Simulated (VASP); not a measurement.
# BN: single point with r2SCAN

Crystal: BN.

```
CELL_PARAMETERS angstrom
2.50518 0.00000 0.00000
-1.25259 2.16955 0.00000
0.00000 0.00000 4.24471
ATOMIC_POSITIONS crystal
B 0.33333 0.66667 0.99973
B 0.66667 0.33333 0.49973
N 0.33333 0.66667 0.37427
N 0.66667 0.33333 0.87427
```

This cell differs from its parent crystal: strained cell.

```yaml
Program: VASP 6.6.1
Task: single point
Functional: r2SCAN
Potentials_or_basis: VASP PAW PBE potentials, release 64 (B, N)
Cutoff: 520 eV
k_mesh: 9 × 9 × 6
Occupations: gaussian, width 0.02 eV
Spin: no spin polarisation
Dipole_correction: no
Further_INCAR_settings: ALGO = Normal; EDIFF = 1e-06; NBANDS = 16
```

The pressure is 10.4 GPa. The largest force is 0.014 eV/Å and the band gap on the k mesh is 5.59 eV (least direct gap 8.61 eV).

Forces in eV/Å, atoms in the order of the input:
```
B    0.000  0.000  0.014
B    0.000  0.000  0.014
N    0.000  0.000 -0.014
N    0.000  0.000 -0.014
```

Stress tensor (GPa, compression positive):
```
18.81  0.00  0.00
 0.00 18.81  0.00
 0.00  0.00 -6.43
```

Levels at points of the mesh, in eV from the valence-band top:
| k point | band 6 | band 7 | band 8 | band 9 | band 10 | band 11 |
| --- | --- | --- | --- | --- | --- | --- |
| (0.00, 0.00, 0.00) | -0.39 | 0.00 | 0.00 | 8.61 | 9.39 | 9.39 |
| (0.00, 0.00, 0.50) | -1.14 | -1.14 | -1.14 | 10.78 | 10.78 | 10.96 |

Run time: 110 s on 1 thread of AMD EPYC 7571, on a shared host, peak memory 0.11 GiB.

Caveat: the cell differs from its parent crystal (strained cell); the stress differs along the axes, from -6 to 19 GPa; the PAW data sets were made with another functional, which shifts forces and pressure a little. A k mesh can miss the band edges.
